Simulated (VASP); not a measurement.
Wanted: the native input for a VASP 6.6.1 run.

| Quantity | Value |
| --- | --- |
| Task | single point |
| Functional | PBE |
| Potentials or basis | VASP PAW PBE potentials, release 64 (B, P) |
| Cutoff | 500 eV |
| k mesh | 10 × 10 × 10 |
| Occupations | gaussian, width 0.01 eV |
| Spin | no spin polarisation |
| Dipole correction | no |
| Further INCAR settings | ALGO = Normal; EDIFF = 1e-06; NBANDS = 11 |

The structure of BP lies in POSCAR:

```
BP
1.0
    3.2088510000      0.0000000000      0.0000000000
    1.6044255000      2.7789464830      0.0000000000
    1.6044255000      0.9263154943      2.6200158702
B P
1 1
Direct
    0.0000000000      0.0000000000      0.0000000000
    0.2500000000      0.2500000000      0.2500000000
```

One way to write it, as run:

INCAR

```
SYSTEM = BP
PREC = Accurate ; ENCUT = 500
EDIFF = 1E-6 ; ISMEAR = 0
SIGMA = 0.01 ; LREAL = .False.
LASPH = .True. ; NELM = 120
ALGO = Normal ; ISIF = 2
LWAVE = .False. ; LCHARG = .False.
GGA = PE ; NBANDS = 11
GGA_COMPAT = .False.
```

KPOINTS

```
regular mesh
0
Gamma
  10 10 10
  0 0 0
```

Potentials or basis: VASP PAW PBE potentials, release 64 (B, P).

Launch:

```bash
$ cat potpaw_PBE.64/B/POTCAR potpaw_PBE.64/P/POTCAR > POTCAR
$ mpirun -np 1 vasp_std > vasp.out
```

Results of the run:

```yaml
Pressure: 0.9 GPa
Band_gap_on_the_k_mesh: 1.24 eV, indirect (least direct gap 3.40 eV)
```

It used 18 s of CPU time on 1 thread of AMD EPYC 7R13 Processor (Zen 3) (shared host).
